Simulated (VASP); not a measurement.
Write the native input for VASP 6.6.1 that does the following.

| Quantity | Value |
| --- | --- |
| Task | relaxation of cell and atoms |
| Functional | PBE |
| Potentials or basis | VASP PAW PBE potentials, release 64 (Zn) |
| Cutoff | 500 eV |
| k mesh | 21 × 21 × 21 |
| Occupations | methfessel-paxton, width 0.05 eV |
| Spin | no spin polarisation |
| Dipole correction | no |
| Further INCAR settings | ALGO = Normal; EDIFF = 1e-07; IBRION = 2; EDIFFG = -0.02; NSW = 60; ISIF = 3 |

The structure of Zn lies in POSCAR:

```
Zn
1.0
   -1.5650000000      1.5650000000      1.5650000000
    1.5650000000     -1.5650000000      1.5650000000
    1.5650000000      1.5650000000     -1.5650000000
Zn
1
Direct
    0.0000000000      0.0000000000      0.0000000000
```

This isn't the form of Zn at room conditions, which is hcp.

One way to write it, as run:

INCAR

```
SYSTEM = Zn
PREC = Accurate
ENCUT = 500
EDIFF = 1E-7
ISMEAR = 1
SIGMA = 0.05
LREAL = .FALSE.
LASPH = .TRUE.
NELM = 120
ALGO = Normal
ISIF = 3
LWAVE = .FALSE.
LCHARG = .FALSE.
GGA = PE
IBRION = 2
NSW = 60
EDIFFG = -0.02
GGA_COMPAT = .FALSE.
NELMIN = 4
```

KPOINTS

```
regular mesh
0
G
  21 21 21
  0 0 0
```

Potentials or basis: VASP PAW PBE potentials, release 64 (Zn).

The run is started by

```bash
$ cat potpaw_PBE.64/Zn/POTCAR > POTCAR
$ mpirun -np 1 vasp_std > vasp.out
```

Results of the run:

```
Relaxed volume                        : 15.41 Å³/atom
Relaxed cell                          : a = 2.716 Å, b = 2.716 Å, c = 2.716 Å, α = 109.47°, β = 109.47°, γ = 109.47°
Space group after relaxing (to 0.1 Å) : Im-3m (No. 229)
Energy gained by relaxing             : 0.1 meV/atom
Ionic steps                           : 2
Pressure after relaxing               : 0.1 GPa
Band gap on the k mesh                : zero (bands 6 and 7 overlap by 4.72 eV)
```

Run time: 29 s on 1 thread of Intel(R) Xeon(R) Platinum 8488C (Sapphire Rapids), on a shared host, peak memory 0.16 GiB.
